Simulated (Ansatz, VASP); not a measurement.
**One calculation of CaO, two programs**

The input POSCAR:

```
CaO
1.0
    2.3974414048      2.3974414048      0.0000000000
   -2.3974414048      2.3974414048      0.0000000000
    0.0000000000      2.3974414048      2.3974414048
Ca O
1 1
Direct
    0.0000000000      0.0000000000      0.0000000000
    0.5000000000      0.5000000000      0.0000000000
```

File INCAR.step1:

```
SYSTEM = CaO
PREC     = Accurate       ! precision mode
ENCUT    = 910            ! plane-wave cutoff, eV
ISMEAR   = 0              ! smearing method
SIGMA    = 0.01           ! smearing width, eV
LREAL    = .FALSE.        ! projectors in reciprocal space
LASPH    = .TRUE.         ! aspherical terms in the spheres
NELM     = 120            ! most SCF steps
NBANDS   = 15             ! bands
GGA      = PE             ! functional
ALGO     = Normal         ! electronic algorithm
EDIFF    = 1E-5           ! SCF threshold, eV
LWAVE    = .TRUE.         ! write WAVECAR
LCHARG   = .FALSE.        ! write CHGCAR
GGA_COMPAT= .FALSE.
```

The input INCAR.step2:

```
SYSTEM = CaO
PREC     = Accurate       ! precision mode
ENCUT    = 910            ! plane-wave cutoff, eV
EDIFF    = 1E-6           ! SCF threshold, eV
ISMEAR   = 0              ! smearing method
SIGMA    = 0.01           ! smearing width, eV
LREAL    = .FALSE.        ! projectors in reciprocal space
LASPH    = .TRUE.         ! aspherical terms in the spheres
NELM     = 120            ! most SCF steps
ALGO     = Normal         ! electronic algorithm
ISIF     = 2              ! what is computed and relaxed
LWAVE    = .FALSE.        ! write WAVECAR
LCHARG   = .FALSE.        ! write CHGCAR
METAGGA  = R2SCAN         ! meta-GGA
LMIXTAU  = .TRUE.       
NBANDS   = 15             ! bands
ISTART   = 1            
GGA_COMPAT= .FALSE.
```

KPOINTS

```
regular mesh
0
G
  8 8 8
  0 0 0
```

Input for Ansatz:

```yaml
crystal:
  lattice:
    - [2.39744140476, 2.39744140476, 0.0]
    - [-2.39744140476, 2.39744140476, 0.0]
    - [0.0, 2.39744140476, 2.39744140476]
  atoms:
    - { symbol: Ca, position: [0.0, 0.0, 0.0] }
    - { symbol: O, position: [0.5, 0.5, 0.0] }
kpoints:
  mp_grid: { grid: [8, 8, 8] }
scf:
  occupations: { method: fixed }
  convergence: { dr2_threshold: 1.0e-10 }
hamiltonian:
  xc: r2scan
  pseudopotentials: { kind: paw }
output:
  forces: true
  stress: true
  eigenstates:
    kpoints:
      - [0.0, 0.0, 0.0]
      - [-0.5, 0.5, 0.0]
      - [-0.5, -0.5, -0.5]
      - [0.0, 0.0, -0.5]
      - [0.0, -0.5, -0.5]
      - [0.0, 0.5, 0.0]
      - [-0.5, 0.0, 0.0]
      - [-0.5, 0.0, -0.5]
  eigenvalues: true
```

Change from the starting cell: unstrained.

Alike in both runs: task single point; functional r2SCAN; k mesh 8 × 8 × 8; no spin polarisation.

```csv
,VASP,Ansatz
version,VASP 6.6.1,Ansatz 0.2.0
potentials or method,"VASP PAW PBE potentials, release 64 (Ca_sv, O_h)","PAW with Ansatz's default frozen-core files, scalar-relativistic"
plane-wave cutoff (eV),910,500
occupations,"gaussian, width 0.01 eV",fixed
valence electrons in the cell,16,16
```

|  | VASP | Ansatz | Ansatz less VASP |
| --- | --- | --- | --- |
| gap on the k mesh at the Fermi level (eV) | 4.19 | 4.20 | +0.008 |

VASP's potentials were made for PBE, not for r2SCAN.

Noted on VASP's run: the cutoff is short for stress, so the pressure is rough.
